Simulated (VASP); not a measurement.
Set up this calculation in VASP 6.6.1, as the native input.

```yaml
Task: single point
Functional: BLYP
Dispersion: D3(BJ)
Potentials_or_basis: VASP PAW PBE potentials, release 64 (P, B)
Cutoff: 520 eV
k_mesh: 10 × 10 × 10
Occupations: fermi-dirac, width 0.05 eV
Spin: no spin polarisation
Dipole_correction: no
Further_INCAR_settings: ALGO = Normal; EDIFF = 1e-06; NBANDS = 11
```

The structure of BP lies in POSCAR:

```
BP
1.0
    0.0000000000      2.2530620726      2.2530620726
    2.2530620726      0.0000000000      2.2530620726
    2.2530620726      2.2530620726      0.0000000000
P B
1 1
Direct
    0.7500000000      0.7500000000      0.7500000000
    0.0000000000      0.0000000000      0.0000000000
```

One way to write it, as run:

INCAR

```
  AGGAC = 1.0
  AGGAX = 1.0
  ALDAC = 0.0
  ALDAX = 1.0
  ALGO = Normal
  EDIFF = 1E-6
  ENCUT = 520
  GGA = B5
  ISIF = 2
  ISMEAR = -1
  IVDW = 12
  LASPH = T
  LCHARG = F
  LREAL = F
  LWAVE = F
  NBANDS = 11
  NELM = 60
  PREC = Accurate
  SIGMA = 0.05
  VDW_A1 = 0.4298
  VDW_A2 = 4.2359
  VDW_S6 = 1.0
  VDW_S8 = 2.6996
```

KPOINTS

```
k-points
0
Gamma
  10 10 10
```

Potentials or basis: VASP PAW PBE potentials, release 64 (P, B).

The run is started by

```bash
$ cat potpaw_PBE.64/P/POTCAR potpaw_PBE.64/B/POTCAR > POTCAR
$ mpirun -np 1 vasp_std > vasp.out
```

Results of the run:

| Property | Result |
| --- | --- |
| Pressure | -0.2 GPa |
| Band gap on the k mesh | 1.51 eV, indirect (least direct gap 3.62 eV) |
| Dispersion energy per atom | -0.700 eV |

Caveat: the PAW data sets were made with another functional, which shifts forces and pressure a little.

Run time: 8.6 s on 1 thread of Intel(R) Xeon(R) Platinum 8488C (Sapphire Rapids), with other jobs on the host, peak memory 0.14 GiB.
